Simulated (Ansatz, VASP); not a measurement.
**NaI in VASP and in Ansatz**

File POSCAR:

```
NaI
1.0
    5.4164417949      0.0000000000      0.0000000000
   -2.7082208975      4.6907761925      0.0000000000
    0.0000000000      0.0000000000      6.4622146386
Na I
2 2
Direct
    0.3333333333      0.6666666667      0.2500000000
    0.6666666667      0.3333333333      0.7500000000
    0.6666666667      0.3333333333      0.2500000000
    0.3333333333      0.6666666667      0.7500000000
```

The input INCAR.step1:

```
PREC = Accurate
ENCUT = 520
ISMEAR = 0
SIGMA = 0.01
LREAL = F
LASPH = T
NELM = 100
NBANDS = 22
GGA = PE
ALGO = Normal
EDIFF = 1E-4
LWAVE = T
LCHARG = F
```

INCAR.step2

```
PREC = Accurate
ENCUT = 520
EDIFF = 1E-6
ISMEAR = 0
SIGMA = 0.01
LREAL = F
LASPH = T
NELM = 100
ALGO = Normal
ISIF = 2
LWAVE = F
LCHARG = T
METAGGA = R2SCAN
LMIXTAU = T
LELF = T
LVHAR = T
NBANDS = 22
ISTART = 1
```

The input KPOINTS:

```
regular mesh
0
Gamma
  6 6 4
```

Input for Ansatz:

```yaml
crystal:
  lattice:
    - [5.4164417949, 0.0, 0.0]
    - [-2.7082208975, 4.6907761925, 0.0]
    - [0.0, 0.0, 6.4622146386]
  atoms:
    - { symbol: Na, position: [0.3333333333, 0.6666666667, 0.25] }
    - { symbol: Na, position: [0.6666666667, 0.3333333333, 0.75] }
    - { symbol: I, position: [0.6666666667, 0.3333333333, 0.25] }
    - { symbol: I, position: [0.3333333333, 0.6666666667, 0.75] }
kpoints:
  mp_grid: { grid: [6, 6, 4] }
  band_path:
    path:
      - [0.0, 0.0, 0.0]
      - [0.5, 0.0, 0.0]
      - [0.3333333333, 0.3333333333, 0.0]
      - [0.0, 0.0, 0.5]
      - [0.5, 0.0, 0.5]
      - [0.3333333333, 0.3333333333, 0.5]
    npoints: 1
hamiltonian:
  xc: r2scan
scf:
  occupations: { method: fixed }
  n_extra_bands: 5
output:
  forces: true
  stress: true
  eigenvalues: true
```

Alike in both runs: task single point; functional r2SCAN; k mesh 6 × 6 × 4; no spin polarisation.

|  | VASP | Ansatz |
| --- | --- | --- |
| version | VASP 6.6.1 | Ansatz 0.2.0 |
| potentials or method | VASP PAW PBE potentials, release 64 (Na_pv, I) | plane waves, PAW |
| plane-wave cutoff (eV) | 520 | 500 |
| occupations | gaussian, width 0.01 eV | fixed |
| valence electrons in the cell | 28 | 52 |

```tsv
	VASP	Ansatz	Ansatz less VASP
gap on the k mesh at the Fermi level (eV)	4.19	4.19	-0.003
pressure (GPa)	-0.1	0.0	+0.07
```

VASP's potentials were made for PBE, not for r2SCAN. VASP's potentials hold 28 valence electrons a cell and Ansatz's 52, so a difference there can come from the potentials and not from the codes.

Spin-orbit coupling is off throughout.
